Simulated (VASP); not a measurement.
Wanted: the native input for a VASP 6.6.1 run.

| Property | Result |
| --- | --- |
| Task | single point |
| Functional | PBE |
| Potentials or basis | VASP PAW PBE potentials, release 64 (Pt) |
| Cutoff | 520 eV |
| k mesh | 20 × 20 × 20 |
| Occupations | gaussian, width 0.15 eV |
| Spin | no spin polarisation |
| Dipole correction | no |
| Further INCAR settings | ALGO = Fast; EDIFF = 1e-07; NBANDS = 11 |

The structure of Pt lies in POSCAR:

```
Pt
1.0
    0.1984964712      2.0445136528      2.0445136528
    2.0445136528      0.1984964712      2.0445136528
    2.0445136528      2.0445136528      0.1984964712
Pt
1
Direct
    0.0000000000      0.0000000000      0.0000000000
```

One way to write it, as run:

INCAR

```
SYSTEM = Pt
  PREC = Accurate
  ENCUT = 520
  EDIFF = 1E-7
  ISMEAR = 0
  SIGMA = 0.15
  LREAL = .FALSE.
  LASPH = .TRUE.
  NELM = 100
  ALGO = Fast
  ISIF = 2
  LWAVE = .FALSE.
  LCHARG = .TRUE.
  GGA = PE
  LELF = .TRUE.
  LVHAR = .TRUE.
  NBANDS = 11
```

KPOINTS

```
Automatic mesh
0
G
  20 20 20
  0 0 0
```

Potentials or basis: VASP PAW PBE potentials, release 64 (Pt).

The run is started by

```bash
$ cat potpaw_PBE.64/Pt/POTCAR > POTCAR
$ mpirun -np 1 vasp_std > vasp.out
```

Results of the run:

The pressure is 28.4 GPa. The band gap on the k mesh is zero (band 5 reaches 12.83 eV, above the bottom of band 6 at 10.15 eV).

Caveat: spin-orbit coupling is left out, which moves the levels of the heavy elements.

Wall time 50 s on 1 thread of Intel(R) Xeon(R) 6975P-C (Granite Rapids), with other jobs on the host, peak memory 0.25 GiB.
